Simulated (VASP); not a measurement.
Write the native input for VASP 6.6.1 that does the following.

* Task: single point
* Functional: PBE
* Potentials or basis: VASP PAW PBE potentials, release 64 (Rb_sv)
* Cutoff: 520 eV
* k mesh: 12 × 12 × 12
* Occupations: fermi-dirac, width 0.15 eV
* Spin: no spin polarisation
* Dipole correction: no
* Further INCAR settings: ALGO = Normal; EDIFF = 1e-06; NBANDS = 10

The structure of Rb lies in POSCAR:

```
Rb
1.0
   -2.8405554444      2.8405554444      2.8405554444
    2.8405554444     -2.8405554444      2.8405554444
    2.8405554444      2.8405554444     -2.8405554444
Rb
1
Direct
    0.0000000000      0.0000000000      0.0000000000
```

One way to write it, as run:

INCAR

```
PREC = Accurate
ENCUT = 520
EDIFF = 1E-6
ISMEAR = -1
SIGMA = 0.15
LREAL = F
LASPH = T
NELM = 60
ALGO = Normal
ISIF = 2
LWAVE = F
LCHARG = T
GGA = PE
LELF = T
LVHAR = T
NBANDS = 10
```

KPOINTS

```
regular mesh
0
Gamma
  12 12 12
```

Potentials or basis: VASP PAW PBE potentials, release 64 (Rb_sv).

Command:

```bash
$ cat potpaw_PBE.64/Rb_sv/POTCAR > POTCAR
$ mpirun -np 1 vasp_std > vasp.out
```

Results of the run:

```yaml
Pressure: 0.0 GPa
Band_gap_on_the_k_mesh: zero (an odd number of electrons rules out a gap without spin polarisation)
```

Wall time 95 s on 1 thread of Intel Xeon 8259CL, with other jobs on the host, peak memory 0.26 GiB.
